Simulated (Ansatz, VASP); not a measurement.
# One calculation of Se, two programs

POSCAR

```
Se
1.0
    4.5045240272      0.0000000000      0.0000000000
   -2.2522620136      3.9010322395      0.0000000000
    0.0000000000      0.0000000000      4.9915845546
Se
3
Direct
    0.2171535445      0.0000000000      0.3333333333
    0.0000000000      0.2171535445      0.6666666667
    0.7828464555      0.7828464555      0.0000000000
```

INCAR.step1

```
SYSTEM = Se
PREC = Accurate
ENCUT = 520
ISMEAR = 0
SIGMA = 0.02
LREAL = .FALSE.
LASPH = .TRUE.
NELM = 60
NBANDS = 16
GGA = PE
ALGO = Normal
EDIFF = 1E-4
LWAVE = .TRUE.
LCHARG = .FALSE.
```

INCAR.step2

```
SYSTEM = Se
PREC = Accurate
ENCUT = 520
EDIFF = 1E-6
ISMEAR = 0
SIGMA = 0.02
LREAL = .FALSE.
LASPH = .TRUE.
NELM = 60
ALGO = Normal
ISIF = 2
LWAVE = .FALSE.
LCHARG = .FALSE.
METAGGA = R2SCAN
LMIXTAU = .TRUE.
NBANDS = 16
ISTART = 1
```

Contents of KPOINTS:

```
Automatic mesh
0
G
  6 6 6
  0 0 0
```

Input for Ansatz:

```yaml
crystal:
  lattice:
    - [4.5045240272, 0.0, 0.0]
    - [-2.2522620136, 3.9010322395, 0.0]
    - [0.0, 0.0, 4.9915845546]
  atoms:
    - { symbol: Se, position: [0.2171535445, 0.0, 0.3333333333] }
    - { symbol: Se, position: [0.0, 0.2171535445, 0.6666666667] }
    - { symbol: Se, position: [0.7828464555, 0.7828464555, 0.0] }
basis:
  ecutwfc: 500
kpoints:
  mp_grid: { grid: [6, 6, 6] }
  band_path:
    path:
      - [[0.0, 0.0, 0.0], [0.5, 0.0, 0.0], [0.33333333, 0.33333333, 0.0], [0.0, 0.0, 0.0], [0.0, 0.0, 0.5], [0.5, 0.0, 0.5], [0.33333333, 0.33333333, 0.5], [0.0, 0.0, 0.5]]
      - [[0.5, 0.0, 0.5], [0.5, 0.0, 0.0]]
      - [[0.33333333, 0.33333333, 0.5], [0.33333333, 0.33333333, 0.0]]
    npoints: 14
hamiltonian:
  xc: r2scan
scf:
  occupations: { method: gaussian, width: 0.02 }
  n_extra_bands: 7
output:
  forces: true
  stress: true
  eigenvalues: true
  populations: true
  dos: { projected: true, de: 0.02, nscf_kmesh: { grid: [9, 9, 9] } }
  bader: true
  write_density: true
  write_potential: true
  elf: true
  volumetric_format: npy
```

Alike in both runs: task single point; functional r2SCAN; k mesh 6 × 6 × 6; occupations gaussian, width 0.02 eV; no spin polarisation.

|  | VASP | Ansatz |
| --- | --- | --- |
| version | VASP 6.6.1 | Ansatz 0.2.0 |
| potentials or method | VASP PAW PBE potentials, release 64 (Se), cutoff 520 eV | scalar-relativistic, plane waves, PAW |
| valence electrons in the cell | 18 | 48 |

VASP gave:

| Item | Value |
| --- | --- |
| gap on the k mesh at the Fermi level (eV) | 1.32 |
| least direct gap on the mesh (eV) | 1.58 |
| pressure (GPa) | 0.0 |

Estimate Ansatz's values.

gap on the k mesh at the Fermi level (eV): 1.33; least direct gap on the mesh (eV): 1.59; pressure (GPa): 0.0.

VASP's potentials were made for PBE, not for r2SCAN. The functional is the same, so the differences come from potentials, cutoffs and numerics. VASP's potentials hold 18 valence electrons a cell and Ansatz's 48, so a difference there can come from the potentials and not from the codes.
